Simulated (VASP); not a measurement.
# LiBe3H6 (P4_2/m) in VASP: notebook, part 2 of 2

VASP 6.6.1. The steps go on from the part before.

## (3) Single point, PBE

This run uses another cell than the first one, of 7.04 Å³/atom.

INCAR

```
  PREC = Accurate
  ENCUT = 520
  EDIFF = 1E-6
  ISMEAR = 0
  SIGMA = 0.1
  LREAL = Auto
  LASPH = True
  NELM = 80
  ALGO = Normal
  ISIF = 2
  LWAVE = False
  LCHARG = True
  GGA = PE
  LELF = True
  LVHAR = True
  NBANDS = 31
```

KPOINTS

```
regular mesh
0
Gamma
  4 4 4
```

POSCAR

```
LiBe3H6
1.0
    5.0676374706      0.0000000000      0.0000000000
    0.0000000000      5.0676374706      0.0000000000
    0.0000000000      0.0000000000      5.4857464521
Li Be H
2 6 12
Direct
    0.0000000000      0.5000000000      0.5000000000
    0.5000000000      0.0000000000      0.0000000000
    0.0000000000      0.0000000000      0.2500000000
    0.0000000000      0.0000000000      0.7500000000
    0.6436887049      0.2232626150      0.5000000000
    0.3563112951      0.7767373850      0.5000000000
    0.7767373850      0.6436887049      0.0000000000
    0.2232626150      0.3563112951      0.0000000000
    0.7814334989      0.2234151096      0.2686408748
    0.2185665011      0.7765848904      0.2686408748
    0.7765848904      0.7814334989      0.2313591252
    0.2234151096      0.2185665011      0.2313591252
    0.7814334989      0.2234151096      0.7313591252
    0.2185665011      0.7765848904      0.7313591252
    0.7765848904      0.7814334989      0.7686408748
    0.2234151096      0.2185665011      0.7686408748
    0.5000000000      0.0000000000      0.5000000000
    0.5000000000      0.5000000000      0.5000000000
    0.5000000000      0.5000000000      0.0000000000
    0.0000000000      0.5000000000      0.0000000000
```

Potentials or basis: VASP PAW PBE potentials, release 64 (Li_sv, Be, H).

Started as:

```bash
$ cat potpaw_PBE.64/Li_sv/POTCAR potpaw_PBE.64/Be/POTCAR potpaw_PBE.64/H/POTCAR > POTCAR
$ mpirun -np 1 vasp_std > vasp.out
```

OUTCAR:

```text
PREC = Accurate
   ENCUT = 520
   EDIFF = 1E-6
   ISMEAR = 0
   LREAL = Auto
   LASPH = True
   NELM = 80
   ISIF = 2
   GGA = PE

 ion  position               nearest neighbor table
   1  0.000  0.500  0.500-   5 2.29   6 2.29
   2  0.500  0.000  0.000-   7 2.29   8 2.29
   3  0.000  0.000  0.250-   9 1.59  10 1.59  11 1.59  12 1.59
   4  0.000  0.000  0.750-  13 1.59  14 1.59  15 1.59  16 1.59
   5  0.644  0.223  0.500-  17 1.35  13 1.45   9 1.45  18 1.58   1 2.29
   6  0.356  0.777  0.500-  17 1.35  14 1.45  10 1.45  18 1.58   1 2.29
   7  0.777  0.644  0.000-  20 1.35  15 1.45  11 1.45  19 1.58   2 2.29
   8  0.223  0.356  0.000-  20 1.35  16 1.45  12 1.45  19 1.58   2 2.29
   9  0.781  0.223  0.269-   5 1.45   3 1.59
  10  0.219  0.777  0.269-   6 1.45   3 1.59
  11  0.777  0.781  0.231-   7 1.45   3 1.59
  12  0.223  0.219  0.231-   8 1.45   3 1.59
  13  0.781  0.223  0.731-   5 1.45   4 1.59
  14  0.219  0.777  0.731-   6 1.45   4 1.59
  15  0.777  0.781  0.769-   7 1.45   4 1.59
  16  0.223  0.219  0.769-   8 1.45   4 1.59
  17  0.500  0.000  0.500-   5 1.35   6 1.35
  18  0.500  0.500  0.500-   5 1.58   6 1.58
  19  0.500  0.500  0.000-   7 1.58   8 1.58
  20  0.000  0.500  0.000-   7 1.35   8 1.35

  LATTYP: Found a simple tetragonal cell.
 ALAT       =     5.0676374706
 C/A-ratio  =     1.0825057009

  Lattice vectors:

 A1 = (   5.0676374706,   0.0000000000,   0.0000000000)
 A2 = (   0.0000000000,   5.0676374706,   0.0000000000)
 A3 = (   0.0000000000,   0.0000000000,   5.4857464521)

Analysis of symmetry for initial positions (statically):
=====================================================================
 Subroutine PRICEL returns:
 Original cell was already a primitive cell.

 Routine SETGRP: Setting up the symmetry group for a
 simple tetragonal supercell.

 Subroutine GETGRP returns: Found  8 space group operations
 (whereof  4 operations were pure point group operations)
 out of a pool of 16 trial point group operations.

The static configuration has the point symmetry C_2h.
 The point group associated with its full space group is C_4h.

Analysis of symmetry for dynamics (positions and initial velocities):
=====================================================================
 Subroutine PRICEL returns:
 Original cell was already a primitive cell.

 Routine SETGRP: Setting up the symmetry group for a
 simple tetragonal supercell.

 Subroutine GETGRP returns: Found  8 space group operations
 (whereof  4 operations were pure point group operations)
 out of a pool of 16 trial point group operations.

The dynamic configuration has the point symmetry C_2h.
 The point group associated with its full space group is C_4h.

 Subroutine INISYM returns: Found  8 space group operations
 (whereof  4 operations are pure point group operations),
 and found     1 'primitive' translations

----------------------------------------------------------------------------------------

                                     Primitive cell

  volume of cell :     140.8792

  direct lattice vectors                    reciprocal lattice vectors
     5.067637471  0.000000000  0.000000000     0.197330611  0.000000000  0.000000000
     0.000000000  5.067637471  0.000000000     0.000000000  0.197330611  0.000000000
[... 94 lines left out ...]
  0.500000  0.250000  0.500000      4.000000
  0.500000  0.500000  0.500000      1.000000
   k-points           NKPTS =     18   k-points in BZ     NKDIM =     18   number of bands    NBANDS=     31
   number of dos      NEDOS =    301   number of ions     NIONS =     20
   total plane-waves  NPLWV =  67200
   dimension x,y,z NGX =    40 NGY =   40 NGZ =   42
   dimension x,y,z NGXF=    80 NGYF=   80 NGZF=   84
   ions per type =               2   6  12
   NGX,Y,Z   is equivalent  to a cutoff of  13.12, 13.12, 12.73 a.u.
   NGXF,Y,Z  is equivalent  to a cutoff of  26.24, 26.24, 25.46 a.u.
 SYSTEM =  unknown system
   PREC   = accura    normal or accurate (medium, high low for compatibility)
   ISTART =      0    job   : 0-new  1-cont  2-samecut
   ICHARG =      2    charge: 1-file 2-atom 10-const
   ISPIN  =      1    spin polarized calculation?
   LNONCOLLINEAR =      F non collinear calculations
   LSORBIT =      F    spin-orbit coupling
   LASPH  =      T    aspherical Exc in radial PAW
   ENCUT  =  520.0 eV  38.22 Ry    6.18 a.u.   9.42  9.42 10.20*2*pi/ulx,y,z
   NELM   =     80;   NELMIN=  2; NELMDL= -5     # of ELM steps
   EDIFF  = 0.1E-05   stopping-criterion for ELM
   LREAL  =      T    real-space projection
   EDIFFG = 0.1E-04   stopping-criterion for IOM
   NSW    =      0    number of steps for IOM
   IBRION =     -1    ionic relax: 0-MD 1-quasi-New 2-CG
   NFREE  =      0    steps in history (QN), initial steepest desc. (CG)
   ISIF   =      2    stress and relaxation
   ISYM   =      2    0-nonsym 1-usesym 2-fastsym
   POTIM  = 0.5000    time-step for ionic-motion
   TEBEG  =    0.0;   TEEND  =   0.0 temperature during run
   PSTRESS=    0.0 pullay stress
   NELECT =      30.0000    total number of electrons
   NUPDOWN=      -1.0000    fix difference up-down
   EMIN   =  10.00;   EMAX   =-10.00  energy-range for DOS
   EFERMI =   0.00;   METHOD = LEGACY
   ISMEAR =     0;   SIGMA  =   0.10  broadening in eV -4-tet -1-fermi 0-gaus
   EFERMI_NEDOS =   21; number of points for ismear=-14 and -15
   IALGO  =     38    algorithm
   IMIX   =      4    mixing-type and parameters
     AMIX     =   0.40;   BMIX     =  1.00
     AMIX_MAG =   1.60;   BMIX_MAG =  1.00
  volume/ion in A,a.u.               =       7.04        47.53
  Fermi-wavevector in a.u.,A,eV,Ry     =   0.977612  1.847418 13.003418  0.955724
  Thomas-Fermi vector in A             =   2.108323
   LORBIT       =      0    0 simple, 1 ext, 2 COOP (PROOUT), +10 PAW based schemes
   GGA     = PE    functional components
   LHFCALC =     F    Hartree Fock is set to
   AEXX    =    0.0000 exact exchange contribution
   IVDW    =     0    specifies the selected vdW correction
   LEPSILON=     F    determine dielectric tensor
   LRPA    =     F    only Hartree local field effects (RPA)
 non-spin polarized calculation
 Gauss-broadening in eV      SIGMA  =   0.10
  energy-cutoff  :      520.00
  volume of cell :      140.88
 maximum number of plane-waves:      3824
 NGX is ok and might be reduce to    40
   NGX = 19   NGY = 19   NGZ = 21

 number of electron      30.0000009 magnetization

 Free energy of the ion-electron system (eV)
  ---------------------------------------------------
  ext. energy  EPLUGINS =         0.00000000
  ---------------------------------------------------
  free energy    TOTEN  =       -65.31087930 eV

  energy without entropy =      -65.30870864  energy(sigma->0) =      -65.30979397

 E-fermi :   3.2383     XC(G=0):  -8.9380

 val. band max:        3.1261975657   @ k =   0.5000   0.0000   0.5000
 cond. band min:       3.3504160016   @ k =   0.5000   0.0000   0.2500
 fundamental gap:      0.2242184359
 Fermi energy:         3.2383201322

 k-point     1 :       0.0000    0.0000    0.0000
  band No.  band energies     occupation
      1     -44.7445      2.00000
      2     -44.7442      2.00000
      3      -7.8860      2.00000
      4      -4.7966      2.00000
      5      -4.3532      2.00000
      6      -4.2602      2.00000
[... 529 lines left out ...]
     26       8.6224      0.00000
     27       8.7989      0.00000
 [bands above 27 left out]

------------------------ aborting loop because EDIFF is reached ----------------------------------------

  FORCE on cell =-STRESS in cart. coord.  units (eV):
  Direction    XX          YY          ZZ          XY          YZ          ZX
  --------------------------------------------------------------------------------------
  -------------------------------------------------------------------------------------
  Total       -0.1264174     -0.1264174     -0.0694790      0.0000000      0.0000000      0.0000000
  in kB       -1.4377078     -1.4377078     -0.7901646      0.0000002      0.0000000      0.0000000
  external PRESSURE =      -1.2218601 kB  Pullay stress =       0.0000000 kB

 VOLUME and BASIS-vectors are now :
 -----------------------------------------------------------------------------
  energy-cutoff  :      520.00
  volume of cell :      140.88
      direct lattice vectors                 reciprocal lattice vectors
     5.067637471  0.000000000  0.000000000     0.197330611  0.000000000  0.000000000
     0.000000000  5.067637471  0.000000000     0.000000000  0.197330611  0.000000000
     0.000000000  0.000000000  5.485746452     0.000000000  0.000000000  0.182290598

 POSITION                                       TOTAL-FORCE (eV/Angst)
 -----------------------------------------------------------------------------------
      0.00000      2.53382      2.74287         0.000000      0.000000     -0.000000
      2.53382      0.00000      0.00000         0.000000      0.000000     -0.000000
      0.00000      0.00000      1.37144         0.000000      0.000000     -0.000000
      0.00000      0.00000      4.11431         0.000000      0.000000     -0.000000
      3.26198      1.13141      2.74287        -0.016806     -0.024083     -0.000000
      1.80566      3.93622      2.74287         0.016806      0.024083     -0.000000
[... 12 lines left out ...]
      2.53382      2.53382      0.00000         0.000000      0.000000     -0.000000
      0.00000      2.53382      0.00000         0.000000      0.000000     -0.000000
 -----------------------------------------------------------------------------------
    total drift:                                0.000000      0.000000     -0.000000

  FREE ENERGIE OF THE ION-ELECTRON SYSTEM (eV)
  ---------------------------------------------------
  free  energy   TOTEN  =       -65.3108793002 eV

  energy  without entropy=      -65.3087086410  energy(sigma->0) =      -65.30979397
```

Run time: 64 s. Hardware: 1 thread of Intel Xeon 6975P-C (Granite Rapids), shared host; peak memory 0.26 GiB.

Results:

```
Free energy            : -65.3109 eV
Largest force          : 0.029 eV/Å
Band gap on the k mesh : zero (bands 15 and 16 overlap by 1.19 eV)
```

Forces in eV/Å, atoms in the order of the input:
```
Li   0.000  0.000  0.000
Li   0.000  0.000  0.000
Be   0.000  0.000  0.000
Be   0.000  0.000  0.000
Be  -0.017 -0.024  0.000
Be   0.017  0.024  0.000
Be   0.024 -0.017  0.000
Be  -0.024  0.017  0.000
H    0.012  0.007 -0.016
H   -0.012 -0.007 -0.016
H   -0.007  0.012  0.016
H    0.007 -0.012  0.016
H    0.012  0.007  0.016
H   -0.012 -0.007  0.016
H   -0.007  0.012 -0.016
H    0.007 -0.012 -0.016
H    0.000  0.000  0.000
H    0.000  0.000  0.000
H    0.000  0.000  0.000
H    0.000  0.000  0.000
```

Caveat: the cutoff is under 1.25 times the usual one of these potentials, so pressure, stress and relaxed cells hold a basis-set (Pulay) error.

## (4) Relaxation of cell and atoms, PBE

INCAR

```
  PREC = Accurate
  ENCUT = 600
  EDIFF = 1E-6
  ISMEAR = 0
  SIGMA = 0.1
  LREAL = Auto
  LASPH = T
  NELM = 100
  ALGO = Normal
  ISIF = 3
  LWAVE = F
  LCHARG = F
  GGA = PE
  IBRION = 2
  NSW = 90
  EDIFFG = -0.04
```

KPOINTS is that of step 3.

POSCAR

```
LiBe3H6
1.0
    4.1023249700      0.0000000000      0.0000000000
    0.0000000000      4.1023249700      0.0000000000
    0.0000000000      0.0000000000      6.5644281500
Li Be H
2 6 12
Direct
    0.0000000000      0.5000000000      0.5000000000
    0.5000000000      0.0000000000      0.0000000000
    0.0000000000      0.0000000000      0.2500000000
    0.0000000000      0.0000000000      0.7500000000
    0.6566823100      0.2368163300      0.5000000000
    0.3433176900      0.7631836700      0.5000000000
    0.7631836700      0.6566823100      0.0000000000
    0.2368163300      0.3433176900      0.0000000000
    0.8283411600      0.1184081600      0.3750000000
    0.1716588400      0.8815918400      0.3750000000
    0.8815918400      0.8283411600      0.1250000000
    0.1184081600      0.1716588400      0.1250000000
    0.8283411600      0.1184081600      0.6250000000
    0.1716588400      0.8815918400      0.6250000000
    0.8815918400      0.8283411600      0.8750000000
    0.1184081600      0.1716588400      0.8750000000
    0.5000000000      0.0000000000      0.5000000000
    0.5000000000      0.5000000000      0.5000000000
    0.5000000000      0.5000000000      0.0000000000
    0.0000000000      0.5000000000      0.0000000000
```

Started as:

```bash
$ cat potpaw_PBE.64/Li_sv/POTCAR potpaw_PBE.64/Be/POTCAR potpaw_PBE.64/H/POTCAR > POTCAR
$ mpirun -np 1 vasp_std > vasp.out
```

It took 16 min on 1 thread of Intel Xeon 6975P-C (Granite Rapids), shared host; peak memory 0.27 GiB.

Results (log left out):

* Free energy: -65.2123 eV
* Relaxed volume: 7.00 Å³/atom
* Relaxed cell: a = 5.030 Å, b = 5.030 Å, c = 5.534 Å, α = 90.00°, β = 90.00°, γ = 90.00°
* Space group after relaxing (to 0.1 Å): P4_2/m (No. 84)
* Energy gained by relaxing: 812.7 meV/atom
* Ionic steps: 33
* Pressure after relaxing: 0.1 GPa
* Largest force after relaxing: 0.031 eV/Å
* Band gap on the k mesh: zero (bands 15 and 16 overlap by 1.19 eV)

Forces in eV/Å, atoms in the order of the input:
```
Li   0.000  0.000  0.000
Li   0.000  0.000  0.000
Be   0.000  0.000  0.000
Be   0.000  0.000  0.000
Be  -0.001 -0.018  0.000
Be   0.001  0.018  0.000
Be   0.018 -0.001  0.000
Be  -0.018  0.001  0.000
H   -0.018  0.025 -0.003
H    0.018 -0.025 -0.003
H   -0.025 -0.018  0.003
H    0.025  0.018  0.003
H   -0.018  0.025  0.003
H    0.018 -0.025  0.003
H   -0.025 -0.018 -0.003
H    0.025  0.018 -0.003
H    0.000  0.000  0.000
H    0.000  0.000  0.000
H    0.000  0.000  0.000
H    0.000  0.000  0.000
```

Stress tensor (GPa, compression positive):
```
 0.19  0.00  0.00
 0.00  0.19  0.00
 0.00  0.00 -0.16
```

The path:
```
step  energy change (eV)  largest force (eV/Å)  pressure (GPa)  volume (Å³)
   1              0.0000                3.3011           60.53       110.47
   2             -9.7467                1.6013           18.44       147.29
   3            -11.3412                1.8469            7.18       169.34
   4            -10.4479                2.5571           -4.34       219.80
   5            -11.4715                2.2766            1.38       187.46
   6            -11.4939                2.2266            2.26       184.20
   7            -12.8455                1.3649           -0.47       195.58
   8            -13.2088                0.8588           -1.66       204.44
   9            -13.2165                0.8853           -1.81       205.88
  10            -13.7721                0.7688           -1.82       204.37
  11            -14.4501                1.2074           -2.60       199.86
  12            -14.8682                0.4648           -2.42       191.99
  13            -14.9662                0.7305           -2.20       186.35
  14            -15.3761                0.5831           -1.14       174.53
  15            -15.4739                0.8572           -0.13       167.15
  16            -15.5743                0.7435            0.41       162.98
  17            -15.5936                0.3932            0.19       164.18
  18            -15.7110                0.3372           -0.60       162.72
  19            -15.7655                0.3986           -1.68       160.64
  20            -15.8711                0.2638           -1.08       155.80
  21            -15.9055                0.4101           -0.46       151.53
  22            -15.9775                0.2194            0.97       146.84
  23            -15.9776                0.2241            1.03       146.65
  24            -16.0249                0.1697            0.81       146.39
  25            -16.1181                0.1044            0.11       145.56
  26            -16.1996                0.3251           -1.47       143.56
  27            -16.2026                0.2111           -0.95       144.23
  28            -16.2289                0.3083            0.64       140.08
  29            -16.2342                0.1760            0.15       141.27
  30            -16.2462                0.1423            0.71       139.19
  31            -16.2477                0.1065            0.56       139.73
  32            -16.2462                0.1377           -0.46       140.37
  33            -16.2538                0.0311            0.07       140.03
```

Final structure:
```cif
data_structure
_symmetry_space_group_name_H-M 'P 1'
_symmetry_Int_Tables_number 1
_cell_length_a 5.0303
_cell_length_b 5.0303
_cell_length_c 5.5339
_cell_angle_alpha 90.000
_cell_angle_beta 90.000
_cell_angle_gamma 90.000
_cell_volume 140.03
loop_
_atom_site_label
_atom_site_type_symbol
_atom_site_fract_x
_atom_site_fract_y
_atom_site_fract_z
_atom_site_occupancy
Li1 Li 0.00000 0.50000 0.50000 1
Li2 Li 0.50000 0.00000 0.00000 1
Be1 Be 0.00000 0.00000 0.25000 1
Be2 Be 0.00000 0.00000 0.75000 1
Be3 Be 0.64478 0.22318 0.50000 1
Be4 Be 0.35522 0.77682 0.50000 1
Be5 Be 0.77681 0.64478 0.00000 1
Be6 Be 0.22319 0.35522 0.00000 1
H1 H 0.78343 0.22590 0.27055 1
H2 H 0.21657 0.77410 0.27055 1
H3 H 0.77410 0.78343 0.22945 1
H4 H 0.22590 0.21657 0.22945 1
H5 H 0.78343 0.22590 0.72945 1
H6 H 0.21657 0.77410 0.72945 1
H7 H 0.77410 0.78343 0.77055 1
H8 H 0.22590 0.21657 0.77055 1
H9 H 0.50000 0.00000 0.50000 1
H10 H 0.50000 0.50000 0.50000 1
H11 H 0.50000 0.50000 0.00000 1
H12 H 0.00000 0.50000 0.00000 1
```

Levels at points of the mesh, in eV from the Fermi level:
| k point | band 11 | band 12 | band 13 | band 14 | band 15 | band 16 | band 17 | band 18 | band 19 | band 20 |
| --- | --- | --- | --- | --- | --- | --- | --- | --- | --- | --- |
| (0.00, 0.00, 0.00) | -5.31 | -5.10 | -4.06 | -2.67 | -1.22 | 0.78 | 0.78 | 1.39 | 1.39 | 1.70 |
| (0.50, 0.00, 0.00) | -5.09 | -5.07 | -4.10 | -3.53 | -2.11 | 0.35 | 2.12 | 2.79 | 2.85 | 2.85 |
| (0.50, 0.50, 0.00) | -5.00 | -5.00 | -4.73 | -4.09 | -0.97 | 2.04 | 2.04 | 2.82 | 3.51 | 3.51 |
| (0.00, 0.00, 0.50) | -5.38 | -5.38 | -3.67 | -3.67 | 0.25 | 0.25 | 1.38 | 1.38 | 2.13 | 2.13 |
| (0.50, 0.00, 0.50) | -4.67 | -4.58 | -4.40 | -4.04 | -0.58 | -0.15 | 1.67 | 2.69 | 3.20 | 3.65 |
| (0.50, 0.50, 0.50) | -4.13 | -4.13 | -3.00 | -3.00 | 1.03 | 1.03 | 2.74 | 2.74 | 3.52 | 3.52 |

Caveat: the k points lie up to 0.31 Å⁻¹ apart in the final cell, too coarse for converged energies and pressures of a metal; the cutoff is under 1.25 times the usual one of these potentials, so pressure, stress and relaxed cells hold a basis-set (Pulay) error; the volume moved by over 15 % at a fixed basis, so the end points are rough.

## (5) Summary

```csv
task,cell,cutoff (eV),gap on the mesh (eV),largest force (eV/Å)
single point,"a = 4.102, b = 4.102, c = 6.564 Å, 20 atoms, atomic positions A",520,none,3.31
single point,"a = 5.068, b = 5.068, c = 5.486 Å, 20 atoms, atomic positions B",520,none,0.03
relaxation of cell and atoms,"relaxed from a = 4.102, b = 4.102, c = 6.564 Å, 20 atoms, atomic positions A",600,none,0.03
```

Alike in all rows: level PBE; potentials or basis VASP PAW PBE potentials, release 64 (Li_sv, Be, H); no spin polarisation; k mesh 4 × 4 × 4; smearing gaussian 0.1 eV.

Caveats: some runs use coarse meshes; the cutoff is under 1.25 times the usual one of these potentials, so pressure, stress and relaxed cells hold a basis-set (Pulay) error; forces of over 1 eV/Å act on the atoms, so gaps and moduli don't describe the material at rest (at least some runs); the volume moved by over 15 % at a fixed basis, so the end points are rough (at least some runs).

Total energies depend on the potentials used, so only differences within one code and one set of settings carry meaning.

The gap in the log of VASP goes by the Fermi energy; the results here count the filled bands.